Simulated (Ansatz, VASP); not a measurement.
## One calculation of Hf, two programs

```
Hf
1.0
    -1.81017    1.81017    1.70265
     1.81017   -1.81017    1.70265
     1.81017    1.81017   -1.70265
Hf
1
Direct
  0.00000 0.00000 0.00000
```

Change from the starting cell: z stretched by -4 % at fixed volume, crystal datasets.

Alike in both runs: task electric field gradients; functional PBE; k mesh 16 × 16 × 16; occupations fermi-dirac, width 0.08 eV; no spin polarisation.

```csv
,VASP,Ansatz
version,VASP 6.6.1,Ansatz 0.2.0
potentials or method,"VASP PAW PBE potentials, release 64 (Hf_pv), cutoff 520 eV","all-electron PAW with datasets made for the crystal, scalar-relativistic"
```

```csv
,VASP,Ansatz,Ansatz less VASP
pressure (GPa),-0.2,0.2,+0.37
"traceless stress, the component that is largest in VASP (GPa)",-2.13,-2.07,+0.061
size of Vzz on the site where it differs most (V/Å²),8.6,7.1,-1.43
```

Ansatz ran all-electron here, and VASP with PAW potentials.

Neither program's run includes spin-orbit coupling.
